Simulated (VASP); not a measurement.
Input of a VASP 6.6.1 run:

Contents of INCAR:

```
PREC = Accurate
ENCUT = 520
EDIFF = 1E-7
ISMEAR = -1
SIGMA = 0.05
LREAL = F
LASPH = T
NELM = 80
ALGO = Normal
ISIF = 2
LWAVE = F
LCHARG = F
NBANDS = 20
```

The input KPOINTS:

```
regular mesh
0
Gamma
  10 10 10
```

File POSCAR:

```
MoS2
1.0
    1.5800000000      0.9122134253      6.1500000000
   -1.5800000000      0.9122134253      6.1500000000
    0.0000000000     -1.8244268506      6.1500000000
Mo S
1 2
Direct
    0.0000000000      0.0000000000      0.0000000000
    0.4170000000      0.4170000000      0.4170000000
    0.2500000000      0.2500000000      0.2500000000
```

Potentials or basis: VASP PAW LDA potentials, release 64 (Mo_sv, S).

Launch:

```sh
$ cat potpaw_LDA.64/Mo_sv/POTCAR potpaw_LDA.64/S/POTCAR > POTCAR
$ mpirun -np 1 vasp_std > vasp.out
```

What does it give for the pressure?

-2.3 GPa.

Estimate the band gap on the k mesh.

0.89 eV, indirect (least direct gap 1.96 eV).

Predict the largest force.

0.097 eV/Å.

Stress tensor (GPa, compression positive):
```
-3.13  0.00  0.00
 0.00 -3.13  0.00
 0.00  0.00 -0.67
```

A k mesh can miss the band edges. LDA gaps usually lie below the measured ones, often by a third to a half.
